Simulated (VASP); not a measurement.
Runs of VASP 6.6.1 on Lu. The structure is that of space group Fd-3m (No. 227), or close to it. The cells are those of the table. This isn't the form of Lu at room conditions, which is hcp.

```tsv
task	cell	cutoff (eV)	gap on the mesh (eV)	pressure (GPa)
single point	a = 5.161 Å, angles 60.0°, 2 atoms	520	none	1.6
single point	a = 5.386 Å, angles 60.0°, 2 atoms	520	none	0.0
single point	a = 5.238 Å, angles 60.0°, 2 atoms	520	none	1.0
relaxation of cell and atoms	relaxed from a = 4.829 Å, angles 60.0°, 2 atoms	600	none	0.0
single point	a = 5.456 Å, angles 60.0°, 2 atoms	520	none	(a)
```

Alike in all rows: level BLYP; potentials or basis VASP PAW PBE potentials, release 64 (Lu); no spin polarisation; k mesh 8 × 8 × 8; smearing fermi-dirac 0.1 eV.

Q: Fill in the values left out.

A: (a) -0.4.

Caveats: the PAW data sets were made with another functional, which shifts forces and pressure a little; spin-orbit coupling is left out, which moves the levels of the heavy elements.

A k mesh can miss the band edges, and the runs leave out spin-orbit coupling on Lu.

A gap of «none» marks levels without a gap at the run's occupations.
